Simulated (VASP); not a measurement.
# LaTiO3: single point with LDA+U

LaTiO3:

```xyz
5
Lattice="3.9200 0.0000 0.0000 0.0000 3.9200 0.0000 0.0000 0.0000 3.9200" Properties=species:S:1:pos:R:3 pbc="T T T"
La    0.0000    0.0000    0.0000
Ti    1.9600    1.9600    1.9600
O     0.0000    1.9600    1.9600
O     1.9600    1.9600    0.0000
O     1.9600    0.0000    1.9600
```

```yaml
Program: VASP 6.6.1
Task: single point
Functional: LDA
Potentials_or_basis: VASP PAW LDA potentials, release 64 (La, Ti_sv, O)
Cutoff: 600 eV
k_mesh: 5 × 5 × 5
Occupations: gaussian, width 0.05 eV
Spin: collinear spin
Starting_moments: "[0.0, 1.0, 0.0, 0.0, 0.0] μB"
Hubbard_terms: Ti d U = 5.0 eV
```

```json
{"Pressure": "-0.9 GPa", "Net moment": "-0.73 μB per cell", "Site moments": "La -0.14; Ti -0.49; O +0.01 μB", "Valence electrons inside the program's atomic spheres": "La 8.47; Ti 10.36; O 5.04"}
```

Levels at points of the mesh, in eV from the Fermi level:
Spin up:
| k point | band 17 | band 18 | band 19 | band 20 | band 21 | band 22 | band 23 | band 24 |
| --- | --- | --- | --- | --- | --- | --- | --- | --- |
| (0.00, 0.00, 0.00) | -5.26 | -3.99 | -3.99 | -3.99 | -0.37 | -0.37 | -0.25 | -0.25 |
Spin down:
```tsv
k point	band 18	band 19	band 20	band 21	band 22	band 23	band 24	band 25
(0.00, 0.00, 0.00)	-3.99	-3.99	-3.99	-1.08	-1.08	-1.08	-0.45	-0.45
```

Eigenvalues of the final occupation matrices:
```
    site  spin  trace               eigenvalues
site 2 d     1   0.68  0.09 0.09 0.09 0.21 0.21
site 2 d     2   1.16  0.21 0.21 0.24 0.24 0.24
```

Wall time 48 s on 1 thread of Intel(R) Xeon(R) Platinum 8488C (Sapphire Rapids), with other jobs on the host, peak memory 0.19 GiB.

Caveat: spin-orbit coupling is left out, which moves the levels of the heavy elements.
